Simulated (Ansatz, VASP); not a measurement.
## Two plane-wave programs on LaB6

```xyz
7
Lattice="4.1525 0.0000 0.0000 0.0000 4.1525 0.0000 0.0000 0.0000 4.1525" Properties=species:S:1:pos:R:3 pbc="T T T"
La    0.0000    0.0000    0.0000
B     2.0763    2.0763    0.8308
B     2.0763    2.0763    3.3218
B     2.0763    3.3218    2.0763
B     2.0763    0.8308    2.0763
B     3.3218    2.0763    2.0763
B     0.8308    2.0763    2.0763
```

Alike in both runs: task single point; functional r2SCAN; k mesh 8 × 8 × 8; occupations gaussian, width 0.1 eV; no spin polarisation.

|  | VASP | Ansatz |
| --- | --- | --- |
| version | VASP 6.6.1 | Ansatz 0.2.0 |
| potentials or method | VASP PAW PBE potentials, release 64 (La, B), cutoff 520 eV | scalar-relativistic, plane waves, PAW |
| valence electrons in the cell | 29 | 29 |

VASP gave:

```
gap on the k mesh at the Fermi level (eV) : none
pressure (GPa)                            : 0.0
rms of the force components (eV/Å)        : 0.014
```

Which values does Ansatz return?

gap on the k mesh at the Fermi level (eV): none; pressure (GPa): 0.0; rms of the force components (eV/Å): 0.002.

VASP's potentials were made for PBE, not for r2SCAN. Atom by atom the forces differ by 0.012 eV/Å (rms over components). A gap of «none» marks a metal or a gap that the smearing closes.

Neither program's run includes spin-orbit coupling.
